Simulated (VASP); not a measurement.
PbO2:

```xyz
3
Lattice="0.0000 2.5700 2.5700 2.5700 0.0000 2.5700 2.5700 2.5700 0.0000" Properties=species:S:1:pos:R:3 pbc="T T T"
Pb    0.0000    0.0000    0.0000
O     1.2850    1.2850    1.2850
O     3.8550    3.8550    3.8550
```

Base run:

| Property | Result |
| --- | --- |
| Program | VASP 6.6.1 |
| Functional | RPBE |
| Potentials or basis | VASP PAW PBE potentials, release 64 (Pb_d, O) |
| Cutoff | 600 eV |
| k mesh | 6 × 6 × 6 |
| Occupations | fermi-dirac, width 0.1 eV |
| Spin | no spin polarisation |

Its results: band gap on the k mesh zero (bands 13 and 14 overlap by 1.46 eV); pressure 34.3 GPa.

Problem. The run is repeated on the same cell with these changes: functional from RPBE to revPBE. What comes out?

Solution. Band gap on the k mesh zero (bands 13 and 14 overlap by 1.47 eV); pressure 33.0 GPa.

Caveats: the cell stands under pressure; the PAW data sets were made with another functional, which shifts forces and pressure a little; spin-orbit coupling is left out, which moves the levels of the heavy elements.
